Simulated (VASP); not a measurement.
Wanted: the native input for a VASP 6.6.1 run.

- Task: single point
- Functional: PBE
- Potentials or basis: VASP PAW PBE potentials, release 64 (Be)
- Cutoff: 520 eV
- k mesh: 12 × 12 × 4
- Occupations: gaussian, width 0.1 eV
- Spin: no spin polarisation
- Dipole correction: no
- Further INCAR settings: ALGO = Fast; EDIFF = 1e-06; NBANDS = 24

The structure of Be lies in POSCAR:

```
Be
1.0
    3.4562742633      0.0000000000      0.0000000000
   -1.7281371316      2.9932213145      0.0000000000
    0.0000000000      0.0000000000     10.6121706423
Be
12
Direct
    0.6666666667      0.3333333333      0.6531371984
    0.6666666667      0.3333333333      0.0530800862
    0.6666666667      0.3333333333      0.4469199138
    0.6666666667      0.3333333333      0.8468628016
    0.0000000000      0.0000000000      0.2500000000
    0.3333333333      0.6666666667      0.9469199138
    0.0000000000      0.0000000000      0.7500000000
    0.6666666667      0.3333333333      0.2500000000
    0.3333333333      0.6666666667      0.3468628016
    0.3333333333      0.6666666667      0.7500000000
    0.3333333333      0.6666666667      0.1531371984
    0.3333333333      0.6666666667      0.5530800862
```

One way to write it, as run:

INCAR

```
ALGO = Fast
EDIFF = 1E-6
ENCUT = 520
GGA = PE
ISIF = 2
ISMEAR = 0
LASPH = T
LCHARG = F
LREAL = F
LWAVE = F
NBANDS = 24
NELM = 60
PREC = Accurate
SIGMA = 0.1
```

KPOINTS

```
k-points
0
Gamma
  12 12 4
```

Potentials or basis: VASP PAW PBE potentials, release 64 (Be).

The run is started by

```sh
$ cat potpaw_PBE.64/Be/POTCAR > POTCAR
$ mpirun -np 1 vasp_std > vasp.out
```

Results of the run:

```yaml
Pressure: 0.1 GPa
Largest_force: 0.007 eV/Å
Band_gap_on_the_k_mesh: zero (band 12 reaches 7.17 eV, above the bottom of band 13 at 2.96 eV)
```

Wall time 3.5 min on 1 thread of AMD EPYC 7R43 64-Core Processor (Zen 3) (shared host), peak memory 0.25 GiB.
